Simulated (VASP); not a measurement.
# MnO (Fm-3m) in VASP: notebook, part 2 of 2

VASP 6.6.1. The steps go on from the part before.

### 3 Single point, PBE, collinear spin, ferromagnetic start

INCAR

```
ALGO     = Normal         # electronic algorithm
EDIFF    = 1E-6           # SCF threshold, eV
ENCUT    = 600            # plane-wave cutoff, eV
GGA      = PE             # functional
GGA_COMPAT= F            
ISIF     = 2              # what is computed and relaxed
ISMEAR   = 0              # smearing method
ISPIN    = 2              # spin polarisation
LASPH    = T              # aspherical terms in the spheres
LCHARG   = F              # write CHGCAR
LMAXMIX  = 4              # l up to which the mixer works
LORBIT   = 11             # projections on sites
LREAL    = F              # projectors in reciprocal space
LWAVE    = F              # write WAVECAR
MAGMOM   = 0.21 0         # initial moments
NBANDS   = 20             # bands
NELM     = 200            # most SCF steps
PREC     = Accurate       # precision mode
SIGMA    = 0.0965         # smearing width, eV
```

KPOINTS

```
k-points
0
Gamma
  9 9 9
```

POSCAR

```
MnO
1.0
    0.0000000000      2.1981878000      2.1981878000
    2.1981878000      0.0000000000      2.1981878000
    2.1981878000      2.1981878000      0.0000000000
Mn O
1 1
Direct
    0.0000000000      0.0000000000      0.0000000000
    0.5000000000      0.5000000000      0.5000000000
```

Potentials or basis: VASP PAW PBE potentials, release 64 (Mn_pv, O).

The run is started by

```
$ cat potpaw_PBE.64/Mn_pv/POTCAR potpaw_PBE.64/O/POTCAR > POTCAR
$ mpirun -np 1 vasp_std > vasp.out
```

OUTCAR:

```text
EDIFF = 1E-6
   ENCUT = 600
   GGA = PE
   ISIF = 2
   ISMEAR = 0
   ISPIN = 2
   LASPH = T
   LORBIT = 11
   LREAL = F
   NELM = 200
   PREC = Accurate

 ion  position               nearest neighbor table
   1  0.000  0.000  0.000-   2 2.20   2 2.20   2 2.20   2 2.20   2 2.20   2 2.20
   2  0.500  0.500  0.500-   1 2.20   1 2.20   1 2.20   1 2.20   1 2.20   1 2.20

  LATTYP: Found a face centered cubic cell.
 ALAT       =     4.3963756000

  Lattice vectors:

 A1 = (   0.0000000000,   2.1981878000,   2.1981878000)
 A2 = (   2.1981878000,   0.0000000000,   2.1981878000)
 A3 = (   2.1981878000,   2.1981878000,   0.0000000000)

Analysis of symmetry for initial positions (statically):
=====================================================================
 Subroutine PRICEL returns:
 Original cell was already a primitive cell.

 Routine SETGRP: Setting up the symmetry group for a
 face centered cubic supercell.

 Subroutine GETGRP returns: Found 48 space group operations
 (whereof 48 operations were pure point group operations)
 out of a pool of 48 trial point group operations.

The static configuration has the point symmetry O_h .

Analysis of symmetry for dynamics (positions and initial velocities):
=====================================================================
 Subroutine PRICEL returns:
 Original cell was already a primitive cell.

 Routine SETGRP: Setting up the symmetry group for a
 face centered cubic supercell.

 Subroutine GETGRP returns: Found 48 space group operations
 (whereof 48 operations were pure point group operations)
 out of a pool of 48 trial point group operations.

The dynamic configuration has the point symmetry O_h .

Analysis of structural, dynamic, and magnetic symmetry:
=====================================================================
 Subroutine PRICEL returns:
 Original cell was already a primitive cell.

[... 142 lines left out ...]
 maximum number of plane-waves:       725
 NGX is ok and might be reduce to    28
   NGX = 13   NGY = 13   NGZ = 13

 number of electron      19.0000007 magnetization       0.0431318

 number of electron      19.0000007 magnetization      -0.2341822

 Free energy of the ion-electron system (eV)
  ---------------------------------------------------
  ext. energy  EPLUGINS =         0.00000000
  ---------------------------------------------------
  free energy    TOTEN  =       -14.41270547 eV

  energy without entropy =      -14.37713427  energy(sigma->0) =      -14.39491987

 E-fermi :   7.4268     XC(G=0): -12.1998

 val. band max:        7.4243176775   @ k =  -0.2222   0.3333   0.1111
 cond. band min:       7.4275599571   @ k =   0.3333   0.3333   0.0000
 fundamental gap:      0.0032422796
 Fermi energy:         7.4268185373

 spin component 1

 k-point     1 :       0.0000    0.0000    0.0000
  band No.  band energies     occupation
      1     -40.5007      1.00000
      2     -40.5007      1.00000
      3     -40.5006      1.00000
      4     -13.0110      1.00000
      5       3.5466      1.00000
      6       3.5466      1.00000
[... 541 lines left out ...]
     19      34.5961      0.00000
     20      36.4985      0.00000

 [... further k-points ...]

 spin component 2

 k-point     1 :       0.0000    0.0000    0.0000
  band No.  band energies     occupation
      1     -40.8407      1.00000
      2     -40.8407      1.00000
      3     -40.8407      1.00000
      4     -12.9393      1.00000
      5       3.6300      1.00000
      6       3.6300      1.00000
[... 541 lines left out ...]
     19      34.4971      0.00000
     20      36.4961      0.00000

 [... further k-points ...]
[... 5 lines left out ...]
  --------------------------------------------------------------------------------------
  -------------------------------------------------------------------------------------
  Total       -3.8420680     -3.8420680     -3.8420680      0.0000000      0.0000000      0.0000000
  in kB     -289.7685520   -289.7685520   -289.7685520      0.0000000      0.0000000      0.0000000
  external PRESSURE =    -289.7685520 kB  Pullay stress =       0.0000000 kB

 VOLUME and BASIS-vectors are now :
 -----------------------------------------------------------------------------
  energy-cutoff  :      600.00
  volume of cell :       21.24
      direct lattice vectors                 reciprocal lattice vectors
     0.000000000  2.198187800  2.198187800    -0.227460092  0.227460092  0.227460092
     2.198187800  0.000000000  2.198187800     0.227460092 -0.227460092  0.227460092
     2.198187800  2.198187800  0.000000000     0.227460092  0.227460092 -0.227460092

 POSITION                                       TOTAL-FORCE (eV/Angst)
 -----------------------------------------------------------------------------------
      0.00000      0.00000      0.00000         0.000000     -0.000000      0.000000
      2.19819      2.19819      2.19819        -0.000000      0.000000     -0.000000
 -----------------------------------------------------------------------------------
    total drift:                                0.000000      0.000000      0.000000

  FREE ENERGIE OF THE ION-ELECTRON SYSTEM (eV)
  ---------------------------------------------------
  free  energy   TOTEN  =       -14.4127054727 eV

  energy  without entropy=      -14.3771342712  energy(sigma->0) =      -14.39491987

 total charge

# of ion       s       p       d       tot
------------------------------------------
    1        0.186   6.160   5.088  11.434
    2        1.551   3.369   0.000   4.919
--------------------------------------------------
tot          1.737   9.529   5.088  16.353

 magnetization (x)

# of ion       s       p       d       tot
------------------------------------------
    1       -0.006  -0.004  -0.275  -0.285
    2       -0.009   0.068   0.000   0.059
--------------------------------------------------
tot         -0.015   0.065  -0.275  -0.226
```

stdout:

```text
POSCAR found type information on POSCAR MnO
 POSCAR found :  2 types and       2 ions
 scaLAPACK will be used
 LDA part: xc-table for (Slater+PW92), standard interpolation
 POSCAR, INCAR and KPOINTS ok, starting setup
 FFT: planning ... GRIDC
 FFT: planning ... GRID_SOFT
 FFT: planning ... GRID
 WAVECAR not read
 entering main loop
```

Run time: 3.1 min. Hardware: 1 thread of AMD EPYC 7R13, shared host; peak memory 0.16 GiB.

What came out:

- Free energy: -14.4127 eV
- Pressure: -29.0 GPa
- Net moment: -0.23 μB per cell
- Site moments: Mn -0.28; O +0.06 μB
- Valence electrons inside the program's atomic spheres: Mn 11.43; O 4.92

Levels at points of the mesh, in eV from the Fermi level:
Spin up:
| k point | band 8 | band 9 | band 10 | band 11 | band 12 | band 13 |
| --- | --- | --- | --- | --- | --- | --- |
| (0.00, 0.00, 0.00) | -1.22 | -1.22 | -1.22 | -0.17 | -0.16 | 0.55 |
Spin down:
```
           k point  band 8  band 9  band 10  band 11  band 12  band 13
(0.00, 0.00, 0.00)   -1.16   -1.16    -1.16    -1.03    -1.03     0.53
```

Caveat: semilocal functionals often make such compounds metallic where correlation or magnetic order opens a gap, which also shifts bond lengths. With open d or f shells a metallic result of PBE can be an artefact of self-interaction; +U or a hybrid may open a gap.
